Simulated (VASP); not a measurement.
Set up this calculation in VASP 6.6.1, as the native input.

```
Task                   : single point
Functional             : PBEsol
Potentials or basis    : VASP PAW PBE potentials, release 64 (Ta_pv)
Cutoff                 : 520 eV
k mesh                 : 18 × 18 × 10
Occupations            : gaussian, width 0.15 eV
Spin                   : no spin polarisation
Dipole correction      : no
Further INCAR settings : ALGO = Fast; EDIFF = 1e-07; NBANDS = 18
```

The structure of Ta lies in POSCAR:

```
Ta
1.0
    2.9003720726      0.0000000000      0.0000000000
   -1.4501860363      2.5117958953      0.0000000000
    0.0000000000      0.0000000000      5.0629485200
Ta
2
Direct
    0.6666666667      0.3333333333      0.7500000000
    0.3333333333      0.6666666667      0.2500000000
```

This cell differs from its parent crystal: strain -0.0200 x Voigt [0, 0, 1, 0, 0, 0].

The input as run:

INCAR

```
ALGO = Fast
EDIFF = 1E-7
ENCUT = 520
GGA = PS
ISIF = 2
ISMEAR = 0
LASPH = True
LCHARG = False
LREAL = False
LWAVE = False
NBANDS = 18
NELM = 60
PREC = Accurate
SIGMA = 0.15
```

KPOINTS

```
k-points
0
Gamma
  18 18 10
```

Potentials or basis: VASP PAW PBE potentials, release 64 (Ta_pv).

Launch:

```bash
$ cat potpaw_PBE.64/Ta_pv/POTCAR > POTCAR
$ mpirun -np 1 vasp_std > vasp.out
```

It gave:

| Quantity | Value |
| --- | --- |
| Pressure | -3.5 GPa |
| Band gap on the k mesh | zero (band 11 reaches 7.09 eV, above the bottom of band 12 at 4.86 eV) |

Caveat: the cell differs from its parent crystal (strain -0.0200 x Voigt [0, 0, 1, 0, 0, 0]); the PAW data sets were made with another functional, which shifts forces and pressure a little; spin-orbit coupling is left out, which moves the levels of the heavy elements.

Run time: 53 s on 1 thread of Intel(R) Xeon(R) 6975P-C (Granite Rapids), with other jobs on the host, peak memory 0.25 GiB.
